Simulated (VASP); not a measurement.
**Cd: single point with PBE**

Crystal: Cd.

```xyz
1
Lattice="1.5790 0.9045 2.3853 -1.6600 0.8989 2.4406 -0.0453 -1.8935 2.4471" Properties=species:S:1:pos:R:3 pbc="T T T"
Cd   -0.0006   -0.0227    0.0274
```

```yaml
Program: VASP 6.6.1
Task: single point
Functional: PBE
Potentials_or_basis: VASP PAW PBE potentials, release 64 (Cd)
Cutoff: 520 eV
k_mesh: 7 × 7 × 7
Occupations: gaussian, width 0.1 eV
Spin: no spin polarisation
Dipole_correction: no
Further_INCAR_settings: ALGO = Normal; EDIFF = 1e-06; NBANDS = 12
```

```yaml
Pressure: 2.0 GPa
Band_gap_on_the_k_mesh: zero (bands 6 and 7 overlap by 2.17 eV)
```

Stress tensor (GPa, compression positive):
```
 1.44 -0.19  1.31
-0.19  1.48  0.91
 1.31  0.91  2.98
```

Levels at points of the mesh, in eV from the Fermi level:
```tsv
k point	band 3	band 4	band 5	band 6	band 7	band 8	band 9	band 10
(0.00, 0.00, 0.00)	-9.07	-8.81	-8.80	-8.71	13.17	13.59	14.34	17.14
```

Run time: 11 s on 1 thread of Intel(R) Xeon(R) 6975P-C (Granite Rapids), on a shared host, peak memory 0.16 GiB.
